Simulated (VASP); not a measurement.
Here is a VASP 6.6.1 calculation.

Contents of POSCAR:

```
InGa3As4
1.0
    5.7792007558      0.0000000000      0.0000000000
    0.0000000000      5.7792007558      0.0000000000
    0.0000000000      0.0000000000      5.7792007558
Ga As In
3 4 1
Direct
    0.5000000000      0.0000000000      0.0000000000
    0.0000000000      0.5000000000      0.0000000000
    0.0000000000      0.0000000000      0.5000000000
    0.7595397503      0.2404602497      0.2404602497
    0.2404602497      0.7595397503      0.2404602497
    0.2404602497      0.2404602497      0.7595397503
    0.7595397503      0.7595397503      0.7595397503
    0.5000000000      0.5000000000      0.5000000000
```

File INCAR.step1:

```
ALGO = Normal ; EDIFF = 1E-4
ENCUT = 520 ; GGA = PE
ISMEAR = -1 ; LASPH = True
LCHARG = False ; LREAL = False
LWAVE = True ; NBANDS = 46
NELM = 80 ; PREC = Accurate
SIGMA = 0.02
```

The input INCAR.step2:

```
ALGO = Normal ; EDIFF = 1E-6
ENCUT = 520 ; ISIF = 2
ISMEAR = -1 ; ISTART = 1
LASPH = True ; LCHARG = False
LMIXTAU = True ; LREAL = False
LWAVE = False ; METAGGA = R2SCAN
NBANDS = 46 ; NELM = 80
PREC = Accurate ; SIGMA = 0.02
```

The input KPOINTS:

```
k-points
0
Gamma
  4 4 4
```

Potentials or basis: VASP PAW PBE potentials, release 64 (Ga_d, As, In_d).

Launch:

```console
$ cat potpaw_PBE.64/Ga_d/POTCAR potpaw_PBE.64/As/POTCAR potpaw_PBE.64/In_d/POTCAR > POTCAR
$ cp INCAR.step1 INCAR
$ mpirun -np 1 vasp_std > vasp.out
$ cp INCAR.step2 INCAR
$ mpirun -np 1 vasp_std > vasp.out
```

Task: Estimate the pressure.

Result: 0.0 GPa.

Task: Estimate the band gap on the k mesh.

Result: 0.54 eV.

Task: What does it give for the largest force?

Result: 0.004 eV/Å.

Forces on the atoms (eV/Å):
```
Ga   0.000  0.000  0.000
Ga   0.000  0.000  0.000
Ga   0.000  0.000  0.000
As  -0.002  0.002  0.002
As   0.002 -0.002  0.002
As   0.002  0.002 -0.002
As  -0.002 -0.002 -0.002
In   0.000  0.000  0.000
```

Caveat: the PAW data sets were made with another functional, which shifts forces and pressure a little; spin-orbit coupling is left out, which moves the levels of the heavy elements.
